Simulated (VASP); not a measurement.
Here is a VASP 6.6.1 calculation.

The input INCAR:

```
SYSTEM = Ti3Al
PREC     = Accurate       ! precision mode
ENCUT    = 520            ! plane-wave cutoff, eV
EDIFF    = 1E-6           ! SCF threshold, eV
ISMEAR   = -1             ! smearing method
SIGMA    = 0.05           ! smearing width, eV
LREAL    = .FALSE.        ! projectors in reciprocal space
LASPH    = .TRUE.         ! aspherical terms in the spheres
NELM     = 100            ! most SCF steps
ALGO     = Fast           ! electronic algorithm
ISIF     = 2              ! what is computed and relaxed
LWAVE    = .FALSE.        ! write WAVECAR
LCHARG   = .TRUE.         ! write CHGCAR
GGA      = CA             ! functional
LELF     = .TRUE.         ! ELF
LVHAR    = .TRUE.       
NBANDS   = 28             ! bands
```

KPOINTS

```
regular mesh
0
G
  10 10 3
  0 0 0
```

POSCAR

```
Ti3Al
1.0
    2.9849595887      0.0000000000      0.0000000000
   -1.4924797943      2.5850508331      0.0000000000
    0.0000000000      0.0000000000      9.4073169995
Ti Al
3 1
Direct
    0.3333333333      0.6666666667      0.2494060000
    0.3333333333      0.6666666667      0.7505940000
    0.6666666667      0.3333333333      0.0000000000
    0.6666666667      0.3333333333      0.5000000000
```

Potentials or basis: VASP PAW LDA potentials, release 64 (Ti_sv, Al).

The run is started by

```sh
$ cat potpaw_LDA.64/Ti_sv/POTCAR potpaw_LDA.64/Al/POTCAR > POTCAR
$ mpirun -np 1 vasp_std > vasp.out
```

**Question.** What does it give for the largest force?

**Answer.** 0.174 eV/Å.

**Question.** What does it give for the pressure?

**Answer.** -12.0 GPa.

Stress tensor (GPa, compression positive):
```
-11.82   0.00   0.00
  0.00 -11.82   0.00
  0.00   0.00 -12.27
```
